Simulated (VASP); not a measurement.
Here is a VASP 6.6.1 calculation.

The input INCAR:

```
SYSTEM = Rb
  PREC = Accurate
  ENCUT = 520
  EDIFF = 1E-8
  ISMEAR = -1
  SIGMA = 0.05
  LREAL = .False.
  LASPH = .True.
  NELM = 100
  ALGO = Normal
  ISIF = 2
  LWAVE = .False.
  LCHARG = .False.
  GGA = PE
  LEFG = .True.
  NBANDS = 10
```

KPOINTS

```
regular mesh
0
Gamma
  8 8 8
  0 0 0
```

The input POSCAR:

```
Rb
1.0
   -2.8337839851      2.8337839851      2.8337839851
    2.8337839851     -2.8337839851      2.8337839851
    2.8337839851      2.8337839851     -2.8337839851
Rb
1
Direct
    0.0000000000      0.0000000000      0.0000000000
```

Potentials or basis: VASP PAW PBE potentials, release 64 (Rb_sv).

Command:

```console
$ cat potpaw_PBE.64/Rb_sv/POTCAR > POTCAR
$ mpirun -np 1 vasp_std > vasp.out
```

Question: Estimate the pressure.

Answer: 0.0 GPa.

Caveat: without QUAD_EFG the Cq values of the log hold for a quadrupole moment of 1 mb, not for the nuclei.
